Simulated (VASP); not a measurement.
Runs of VASP 6.6.1 on Ta3GaC3. The structure is that of space group Pm-3m (No. 221), or close to it. The cells are those of the table. 

```tsv
task	cell	k mesh	cutoff (eV)	gap on the mesh (eV)	pressure (GPa)	relaxed volume (Å³/atom)
single point	a = 4.434 Å, 7 atoms	8 × 8 × 8	520	none	0.4	-
relaxation of cell and atoms	relaxed from a = 4.986 Å, 7 atoms	4 × 4 × 4	600	none	0.0	12.48
single point	a = 4.435 Å, 7 atoms	4 × 4 × 4	520	none	(a)	-
single point	a = 4.986 Å, 7 atoms	4 × 4 × 4	520	none	-40.2	-
relaxation of cell and atoms	relaxed from a = 4.435 Å, 7 atoms	8 × 8 × 8	600	none	0.0	(b)
```

Alike in all rows: level PBE; potentials or basis VASP PAW PBE potentials, release 64 (Ta_pv, Ga_d, C); no spin polarisation; smearing gaussian 0.1 eV.

**Question.** Fill in the values left out.

**Answer.** (a) 0.3; (b) 12.47.

Caveats: spin-orbit coupling is left out, which moves the levels of the heavy elements; the volume moved by over 15 % at a fixed basis, so the end points are rough (some runs).

A k mesh can miss the band edges, and the runs leave out spin-orbit coupling on Ga, Ta.

A gap of «none» marks levels without a gap at the run's occupations.
